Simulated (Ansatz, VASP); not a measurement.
**SiNi2 in VASP and in Ansatz**

INCAR

```
PREC = Accurate
ENCUT = 520
EDIFF = 1E-6
ISMEAR = 0
SIGMA = 0.15
LREAL = False
LASPH = True
NELM = 60
ALGO = Fast
ISIF = 2
LWAVE = False
LCHARG = True
GGA = PS
LELF = True
LVHAR = True
NBANDS = 33
```

KPOINTS

```
regular mesh
0
Gamma
  12 12 10
```

Contents of POSCAR:

```
SiNi2
1.0
    3.8684636248      0.0000000000      0.0000000000
   -1.9342318124      3.3501877727      0.0000000000
    0.0000000000      0.0000000000      4.9169852794
Si Ni
2 4
Direct
    0.3333333333      0.6666666667      0.7500000000
    0.6666666667      0.3333333333      0.2500000000
    0.0000000000      0.0000000000     -0.0381331221
    0.0000000000      0.0000000000      0.5381331221
    0.3333333333      0.6666666667      0.2500000000
    0.6666666667      0.3333333333      0.7500000000
```

Input for Ansatz:

```yaml
crystal:
  lattice:
    - [3.8684636248, 0.0, 0.0]
    - [-1.9342318124, 3.3501877727, 0.0]
    - [0.0, 0.0, 4.9169852794]
  atoms:
    - { symbol: Si, position: [0.3333333333, 0.6666666667, 0.75] }
    - { symbol: Si, position: [0.6666666667, 0.3333333333, 0.25] }
    - { symbol: Ni, position: [0.0, 0.0, -0.0381331221] }
    - { symbol: Ni, position: [0.0, 0.0, 0.5381331221] }
    - { symbol: Ni, position: [0.3333333333, 0.6666666667, 0.25] }
    - { symbol: Ni, position: [0.6666666667, 0.3333333333, 0.75] }
basis:
  ecutwfc: 420
kpoints:
  mp_grid: { grid: [12, 12, 10] }
hamiltonian:
  xc: pbesol
scf:
  occupations: { method: gaussian, width: 0.15 }
output:
  forces: true
  stress: true
  eigenvalues: true
```

Change from the starting cell: mode 14 (307.9 1/cm) frozen in, largest displacement +0.188 Å.

Alike in both runs: task single point; functional PBEsol; k mesh 12 × 12 × 10; occupations gaussian, width 0.15 eV; no spin polarisation.

|  | VASP | Ansatz |
| --- | --- | --- |
| version | VASP 6.6.1 | Ansatz 0.2.0 |
| potentials or method | VASP PAW PBE potentials, release 64 (Si, Ni), cutoff 520 eV | scalar-relativistic, plane waves, PAW |
| valence electrons in the cell | 48 | 80 |

Ansatz gave:

```
gap on the k mesh at the Fermi level (eV)                     : none
pressure (GPa)                                                : 6.6
traceless stress, the component that is largest in VASP (GPa) : 6.76
rms of the force components (eV/Å)                            : 1.672
```

**Question.** What did VASP give for the same quantities?

**Answer.** gap on the k mesh at the Fermi level (eV): none; pressure (GPa): 6.8; traceless stress, the component that is largest in VASP (GPa): 6.46; rms of the force components (eV/Å): 1.655.

VASP's potentials were made for PBE, not for PBEsol. Atom by atom the forces differ by 0.017 eV/Å (rms over components). A gap of «none» marks a metal or a gap that the smearing closes. The functional is the same, so the differences come from potentials, cutoffs and numerics. VASP's potentials hold 48 valence electrons a cell and Ansatz's 80, so a difference there can come from the potentials and not from the codes.
